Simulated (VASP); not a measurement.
Here is a VASP 6.6.1 calculation.

File POSCAR:

```
Ta4C3
1.0
    4.4247933841      0.0000000000      0.0000000000
    0.0000000000      4.4247933841      0.0000000000
    0.0000000000      0.0000000000      4.4247933841
Ta C
4 3
Direct
    0.0000000000      0.5000000000      0.5000000000
    0.5000000000      0.0000000000      0.5000000000
    0.5000000000      0.5000000000      0.0000000000
   -0.0225999253      0.0000000000      0.0000000000
    0.5000000000      0.0000000000      0.0000000000
    0.0000000000      0.5000000000      0.0000000000
    0.0000000000      0.0000000000      0.5000000000
```

INCAR.step1

```
SYSTEM = Ta4C3
PREC     = Accurate       ! precision mode
ENCUT    = 520            ! plane-wave cutoff, eV
ISMEAR   = 0              ! smearing method
SIGMA    = 0.15           ! smearing width, eV
LREAL    = .FALSE.        ! projectors in reciprocal space
LASPH    = .TRUE.         ! aspherical terms in the spheres
NELM     = 60             ! most SCF steps
NBANDS   = 37             ! bands
GGA      = PE             ! functional
ALGO     = Normal         ! electronic algorithm
EDIFF    = 1E-4           ! SCF threshold, eV
LWAVE    = .TRUE.         ! write WAVECAR
LCHARG   = .FALSE.        ! write CHGCAR
```

INCAR.step2

```
SYSTEM = Ta4C3
PREC     = Accurate       ! precision mode
ENCUT    = 520            ! plane-wave cutoff, eV
EDIFF    = 1E-6           ! SCF threshold, eV
ISMEAR   = 0              ! smearing method
SIGMA    = 0.15           ! smearing width, eV
LREAL    = .FALSE.        ! projectors in reciprocal space
LASPH    = .TRUE.         ! aspherical terms in the spheres
NELM     = 60             ! most SCF steps
ALGO     = Normal         ! electronic algorithm
ISIF     = 2              ! what is computed and relaxed
LWAVE    = .FALSE.        ! write WAVECAR
LCHARG   = .FALSE.        ! write CHGCAR
METAGGA  = R2SCAN         ! meta-GGA
LMIXTAU  = .TRUE.       
NBANDS   = 37             ! bands
ISTART   = 1
```

The input KPOINTS:

```
regular mesh
0
G
  10 10 10
  0 0 0
```

Potentials or basis: VASP PAW PBE potentials, release 64 (Ta_pv, C).

Command:

```bash
$ cat potpaw_PBE.64/Ta_pv/POTCAR potpaw_PBE.64/C/POTCAR > POTCAR
$ cp INCAR.step1 INCAR
$ mpirun -np 1 vasp_std > vasp.out
$ cp INCAR.step2 INCAR
$ mpirun -np 1 vasp_std > vasp.out
```

**Question.** Predict the band gap on the k mesh.

**Answer.** Zero (bands 28 and 29 overlap by 1.14 eV).

**Question.** Estimate the pressure.

**Answer.** 1.7 GPa.

**Question.** Predict the largest force.

**Answer.** 1.653 eV/Å.

Forces on the atoms (eV/Å):
```
Ta   0.002  0.000  0.000
Ta  -0.346  0.000  0.000
Ta  -0.346  0.000  0.000
Ta   1.653  0.000  0.000
C   -0.681  0.000  0.000
C   -0.141  0.000  0.000
C   -0.141  0.000  0.000
```

Caveat: the cell differs from its parent crystal (atom 4 (Ta) moved +0.100 Å towards its neighbour atom 5 (C) at 2.212 Å); the PAW data sets were made with another functional, which shifts forces and pressure a little; spin-orbit coupling is left out, which moves the levels of the heavy elements.
